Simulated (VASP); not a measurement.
Here is a VASP 6.6.1 calculation.

INCAR

```
ALGO = Normal ; EDIFF = 1E-8
ENCUT = 520 ; GGA = PS
IBRION = 8 ; ISIF = 2
ISMEAR = 0 ; LASPH = T
LCHARG = F ; LEPSILON = T
LREAL = F ; LWAVE = F
NBANDS = 11 ; NELM = 60
NSW = 1 ; PREC = Accurate
SIGMA = 0.01
```

File KPOINTS:

```
k-points
0
Gamma
  12 12 12
```

Contents of POSCAR:

```
BN
1.0
    0.0000000000      1.7852147961      1.7852147961
    1.7852147961      0.0000000000      1.7852147961
    1.7852147961      1.7852147961      0.0000000000
B N
1 1
Direct
    0.0000000000      0.0000000000      0.0000000000
    0.7500000000      0.7500000000      0.7500000000
```

Potentials or basis: VASP PAW PBE potentials, release 64 (B, N).

Launch:

```console
$ cat potpaw_PBE.64/B/POTCAR potpaw_PBE.64/N/POTCAR > POTCAR
$ mpirun -np 1 vasp_std > vasp.out
```

Question: What does it give for the electronic dielectric tensor (diagonal)?

Answer: 4.60.

Question: Estimate the Born charges (mean of the diagonal).

Answer: B +1.88; N -1.88 e.

Question: Predict the highest phonon frequency at Γ, LO-TO splitting left out.

Answer: 1088 cm⁻¹.

Born effective charge tensors (e):
atom 1, B
```
1.88 0.00 0.00
0.00 1.88 0.00
0.00 0.00 1.88
```
atom 2, N
```
-1.88  0.00  0.00
 0.00 -1.88  0.00
 0.00  0.00 -1.88
```

Caveat: the cell wasn't relaxed at this level first, which shifts response properties.
